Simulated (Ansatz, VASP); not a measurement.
## Two plane-wave programs on BN

```xyz
2
Lattice="0.0000 1.8303 1.8303 1.8303 0.0000 1.8303 1.8303 1.8303 0.0000" Properties=species:S:1:pos:R:3 pbc="T T T"
B     0.0000    0.0000    0.0000
N     0.9151    0.9151    0.9151
```

Alike in both runs: task single point; functional PBE; k mesh 12 × 12 × 12; occupations gaussian, width 0.02 eV; no spin polarisation.

|  | VASP | Ansatz |
| --- | --- | --- |
| version | VASP 6.6.1 | Ansatz 0.2.0 |
| potentials or method | VASP PAW PBE potentials, release 64 (B, N), cutoff 600 eV | scalar-relativistic, plane waves, PAW |
| valence electrons in the cell | 8 | 8 |

Ansatz gave:

* gap on the k mesh at the Fermi level (eV): 4.43
* least direct gap on the mesh (eV): 8.65
* pressure (GPa): -10.4

Problem. Estimate VASP's values.

Solution. gap on the k mesh at the Fermi level (eV): 4.42; least direct gap on the mesh (eV): 8.64; pressure (GPa): -10.5.
